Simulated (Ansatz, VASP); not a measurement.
## SnO in VASP and in Ansatz

```xyz
4
Lattice="3.3550 0.0000 0.0000 0.0000 5.6741 0.0000 0.0000 0.0000 4.2220" Properties=species:S:1:pos:R:3 pbc="T T T"
Sn    1.6775    4.3582    0.0555
Sn    0.0000    1.3159    2.1665
O     1.6775    0.6171    1.0000
O     0.0000    5.0570    3.1110
```

Alike in both runs: functional r2SCAN; k mesh 8 × 5 × 6; occupations fermi-dirac, width 0.05 eV; no spin polarisation.

|  | VASP | Ansatz |
| --- | --- | --- |
| version | VASP 6.6.1 | Ansatz 0.2.0 |
| potentials or method | VASP PAW PBE potentials, release 64 (Sn_d, O) | Ansatz PAW |
| plane-wave cutoff (eV) | 520 | 500 |
| valence electrons in the cell | 40 | 40 |
| task | single point | band structure |

VASP gave:

- gap on the k mesh at the Fermi level (eV): 1.79
- least direct gap on the mesh (eV): 2.38
- pressure (GPa): -2.6
- traceless stress, the component that is largest in VASP (GPa): -0.86
- rms of the force components (eV/Å): 0.231

Problem. Which values does Ansatz return?

Solution. gap on the k mesh at the Fermi level (eV): 1.81; least direct gap on the mesh (eV): 2.39; pressure (GPa): -3.1; traceless stress, the component that is largest in VASP (GPa): -0.94; rms of the force components (eV/Å): 0.283.

VASP's potentials were made for PBE, not for r2SCAN. Atom by atom the forces differ by 0.055 eV/Å (rms over components). With one functional, cell and mesh, what is left measures potentials, basis and numerics.

Noted on Ansatz's run: the k mesh misses the band edges, so the gap on the mesh is wider than the one along the path.
